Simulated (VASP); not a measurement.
Runs of VASP 6.6.1 on CaOs. The structure is that of space group Fm-3m (No. 225), or close to it. The cells are those of the table. 

```csv
task,cell,k mesh,cutoff (eV),gap on the mesh (eV),pressure (GPa),relaxed volume (Å³/atom)
relaxation of cell and atoms,"relaxed from a = 3.907 Å, angles 60.0°, 2 atoms",6 × 6 × 6,600,none,0.0,24.40
single point,"a = 4.097 Å, angles 60.0°, 2 atoms",16 × 16 × 16,520,none,0.1,-
single point,"a = 4.097 Å, angles 60.0°, 2 atoms",6 × 6 × 6,520,none,(b),-
relaxation of cell and atoms,"relaxed from a = 4.097 Å, angles 60.0°, 2 atoms",16 × 16 × 16,600,none,0.0,(a)
single point,"a = 3.907 Å, angles 60.0°, 2 atoms",6 × 6 × 6,520,none,10.0,-
```

Alike in all rows: level PBE; potentials or basis VASP PAW PBE potentials, release 64 (Ca_sv, Os); no spin polarisation; smearing gaussian 0.1 eV.

Task: Estimate the missing entries.

Result: (a) 24.43; (b) 0.2.

Caveats: spin-orbit coupling is left out, which moves the levels of the heavy elements; the volume moved by over 15 % at a fixed basis, so the end points are rough (at least some runs); the cell stands under pressure (at least some runs).

A k mesh can miss the band edges, and the runs leave out spin-orbit coupling on Os.

A gap of «none» marks levels without a gap at the run's occupations.
